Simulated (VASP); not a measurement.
Bi2Te3: single point with PBE

The system is Bi2Te3.

```
Bi Te
1.0
     2.20029    1.27034   10.19944
    -2.20029    1.27034   10.19944
     0.00000   -2.54067   10.19944
Bi Te
2 3
Direct
  0.40000 0.40000 0.40000
  0.60000 0.60000 0.60000
  0.00000 0.00000 0.00000
  0.20950 0.20950 0.20950
  0.79050 0.79050 0.79050
```

```json
{
  "Program": "VASP 6.6.1",
  "Task": "single point",
  "Functional": "PBE",
  "Potentials or basis": "VASP PAW PBE potentials, release 64 (Bi_d, Te)",
  "Cutoff": "520 eV",
  "k mesh": "6 × 6 × 6",
  "Occupations": "gaussian, width 0.01 eV",
  "Spin": "no spin polarisation",
  "Dipole correction": "no",
  "Further INCAR settings": "ALGO = Normal; EDIFF = 1e-07; NBANDS = 32"
}
```

- Pressure: 1.3 GPa
- Largest force: 0.086 eV/Å
- Band gap on the k mesh: 0.29 eV

Forces in eV/Å, atoms in the order of the input:
```
Bi   0.000  0.000  0.041
Bi   0.000  0.000 -0.041
Te   0.000  0.000  0.000
Te   0.000  0.000  0.086
Te   0.000  0.000 -0.086
```

Stress tensor (GPa, compression positive):
```
1.41 0.00 0.00
0.00 1.41 0.00
0.00 0.00 1.21
```

Levels at points of the mesh, in eV from the valence-band top:
| k point | band 21 | band 22 | band 23 | band 24 | band 25 | band 26 | band 27 | band 28 |
| --- | --- | --- | --- | --- | --- | --- | --- | --- |
| (0.00, 0.00, 0.00) | -1.68 | -0.85 | -0.85 | 0.00 | 0.29 | 0.66 | 0.66 | 1.96 |
| (0.50, 0.00, 0.00) | -2.86 | -2.37 | -0.90 | -0.50 | 0.58 | 1.07 | 2.73 | 2.79 |
| (0.50, 0.50, 0.00) | -1.97 | -1.79 | -1.52 | -0.94 | 0.87 | 1.52 | 2.04 | 2.63 |
| (0.50, 0.50, 0.50) | -1.39 | -1.13 | -1.13 | -0.43 | 0.83 | 1.14 | 1.14 | 1.64 |

Wall time 18 min on 1 thread of Intel(R) Xeon(R) Platinum 8488C (Sapphire Rapids), with other jobs on the host, peak memory 0.95 GiB.

Caveat: spin-orbit coupling is left out, which moves the levels of the heavy elements. A k mesh can miss the band edges.
